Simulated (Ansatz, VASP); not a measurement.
**Two plane-wave programs on CaO**

The input POSCAR:

```
CaO
1.0
    2.9032089648     -0.0627093136      0.0000000000
   -0.0627093136      2.9032089648      0.0000000000
    0.0000000000      0.0000000000      2.9032089648
Ca O
1 1
Direct
    0.0000000000      0.0000000000      0.0000000000
    0.5000000000      0.5000000000      0.5000000000
```

The input INCAR.step1:

```
SYSTEM = CaO
PREC = Accurate
ENCUT = 520
ISMEAR = 0
SIGMA = 0.01
LREAL = .False.
LASPH = .True.
NELM = 100
NBANDS = 15
GGA = PE
ALGO = Normal
EDIFF = 1E-4
LWAVE = .True.
LCHARG = .False.
```

The input INCAR.step2:

```
SYSTEM = CaO
PREC = Accurate
ENCUT = 520
EDIFF = 1E-7
ISMEAR = 0
SIGMA = 0.01
LREAL = .False.
LASPH = .True.
NELM = 100
ALGO = Normal
ISIF = 2
LWAVE = .False.
LCHARG = .True.
METAGGA = R2SCAN
LMIXTAU = .True.
LELF = .True.
LVHAR = .True.
NBANDS = 15
ISTART = 1
```

The input KPOINTS:

```
regular mesh
0
Gamma
  8 8 8
  0 0 0
```

Input for Ansatz:

```yaml
crystal:
  lattice:
    - [2.9032089648, -0.0627093136, 0.0]
    - [-0.0627093136, 2.9032089648, 0.0]
    - [0.0, 0.0, 2.9032089648]
  atoms:
    - { symbol: Ca, position: [0.0, 0.0, 0.0] }
    - { symbol: O, position: [0.5, 0.5, 0.5] }
kpoints:
  mp_grid: { grid: [8, 8, 8] }
  band_path:
    path:
      - [0.0, 0.0, 0.0]
      - [0.0, 0.5, 0.0]
      - [0.5, 0.5, 0.0]
      - [0.5, 0.5, 0.5]
      - [0.0, 0.5, 0.5]
    npoints: 1
hamiltonian:
  xc: r2scan
scf:
  occupations: { method: fixed }
  n_extra_bands: 4
output:
  forces: true
  stress: true
  eigenvalues: true
```

Change from the starting cell: shear_xy strain -4.3%.

Alike in both runs: task single point; functional r2SCAN; k mesh 8 × 8 × 8; no spin polarisation.

```csv
,VASP,Ansatz
version,VASP 6.6.1,Ansatz 0.2.0
potentials or method,"VASP PAW PBE potentials, release 64 (Ca_sv, O)","plane waves, PAW"
plane-wave cutoff (eV),520,500
occupations,"gaussian, width 0.01 eV",fixed
valence electrons in the cell,16,16
```

Ansatz gave:

| Item | Value |
| --- | --- |
| gap on the k mesh at the Fermi level (eV) | 3.29 |
| pressure (GPa) | 0.2 |
| traceless stress, the component that is largest in VASP (GPa) | -0.21 |

Estimate VASP's values.

gap on the k mesh at the Fermi level (eV): 3.29; pressure (GPa): 1.3; traceless stress, the component that is largest in VASP (GPa): -0.07.

VASP's potentials were made for PBE, not for r2SCAN.
